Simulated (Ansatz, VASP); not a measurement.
## GaAs: VASP beside Ansatz

```xyz
2
Lattice="0.0000 2.8268 2.8268 2.8268 0.0000 2.8268 2.8268 2.8268 0.0000" Properties=species:S:1:pos:R:3 pbc="T T T"
Ga    0.0000    0.0000    0.0000
As    4.2403    4.2403    4.2403
```

Alike in both runs: task single point; functional PBE; k mesh 10 × 10 × 10; occupations fermi-dirac, width 0.08 eV; no spin polarisation.

|  | VASP | Ansatz |
| --- | --- | --- |
| version | VASP 6.6.1 | Ansatz 0.2.0 |
| potentials or method | VASP PAW PBE potentials, release 64 (Ga_d, As), cutoff 520 eV | all-electron LAPW, non-relativistic |

Ansatz gave:

- pressure (GPa): 4.0

Estimate VASP's values.

pressure (GPa): 3.5.

Ansatz ran all-electron here, and VASP with PAW potentials.
